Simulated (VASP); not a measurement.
Runs of VASP 6.6.1 on C. The structure is that of space group P6_3/mmc (No. 194), or close to it. The cells are those of the table. 

| cell | gap on the mesh (eV) | pressure (GPa) | largest force (eV/Å) |
| --- | --- | --- | --- |
| a = 2.609, b = 2.609, c = 12.585 Å, angles 90.0, 90.0, 120.0°, 12 atoms | 4.08 | -29.6 | 0.04 |
| a = 2.476, b = 2.476, c = 12.895 Å, angles 90.0, 90.0, 120.0°, 12 atoms | 4.13 | 1.6 | 0.07 |
| a = 2.653, b = 2.653, c = 11.963 Å, angles 90.0, 90.0, 120.0°, 12 atoms | 3.26 | -19.8 | 0.46 |
| a = 2.653, b = 2.653, c = 12.118 Å, angles 90.0, 90.0, 120.0°, 12 atoms | 3.42 | -25.4 | 0.28 |
| a = 2.609, b = 2.609, c = 12.274 Å, angles 90.0, 90.0, 120.0°, 12 atoms | 3.86 | -20.3 | 0.15 |
| a = 2.344, b = 2.344, c = 13.051 Å, angles 90.0, 90.0, 120.0°, 12 atoms | (a) | (b) | 0.37 |
| a = 2.697, b = 2.697, c = 13.051 Å, angles 90.0, 90.0, 120.0°, 12 atoms | 3.85 | -56.0 | 0.09 |
| a = 2.653, b = 2.653, c = 13.051 Å, angles 90.0, 90.0, 120.0°, 12 atoms | (c) | -49.1 | 0.09 |
| a = 2.565, b = 2.565, c = 12.118 Å, angles 90.0, 90.0, 120.0°, 12 atoms | 4.01 | -2.3 | 0.24 |
| a = 2.609, b = 2.609, c = 12.429 Å, angles 90.0, 90.0, 120.0°, 12 atoms | 3.98 | -25.2 | 0.08 |
| a = 2.521, b = 2.521, c = 12.895 Å, angles 90.0, 90.0, 120.0°, 12 atoms | 4.41 | (d) | 0.10 |
| a = 2.476, b = 2.476, c = 12.740 Å, angles 90.0, 90.0, 120.0°, 12 atoms | 4.48 | 6.4 | 0.08 |

Alike in all rows: task single point; level PBE; potentials or basis VASP PAW PBE potentials, release 64 (C); no spin polarisation; k mesh 12 × 12 × 2; cutoff (eV) 520; smearing gaussian 0.05 eV.

**Question.** Estimate the missing entries.

**Answer.** (a) 2.26; (b) 60.0; (c) 4.02; (d) -13.7.

A k mesh can miss the band edges.
